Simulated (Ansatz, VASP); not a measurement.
Two plane-wave programs on Sn3S5

```
Sn S
1.0
     3.84542    0.00000    0.00000
     0.00000    3.84542    0.00000
     0.00000    0.00000   13.75299
Sn S
3 5
Direct
  0.50000 0.50000 0.21262
  0.50000 0.50000 0.78738
  0.00000 0.00000 0.50000
  0.00000 0.00000 0.17023
  0.00000 0.00000 0.82977
  0.00000 0.00000 0.00000
  0.50000 0.50000 0.39244
  0.50000 0.50000 0.60756
```

Change from the starting cell: species swapped into the Ti3Pd5 type (P4/mmm, No. 123).

Alike in both runs: functional PBE; k mesh 8 × 8 × 4; occupations gaussian, width 0.1 eV; no spin polarisation.

Ansatz relaxed the structure, and its values are those at the end. VASP's run is a single point on that final structure, the one shown.

```csv
,VASP,Ansatz
version,VASP 6.6.1,Ansatz 0.2.0
potentials or method,"VASP PAW PBE potentials, release 64 (Sn_d, S), cutoff 520 eV","scalar-relativistic, plane waves, PAW"
valence electrons in the cell,72,72
```

```tsv
	VASP	Ansatz	Ansatz less VASP
gap on the k mesh at the Fermi level (eV)	none	none	-
pressure (GPa)	-0.1	0.0	+0.07
rms of the force components (eV/Å)	0.007	0.003	-0.0037
```

A gap of «none» marks a metal or a gap that the smearing closes.
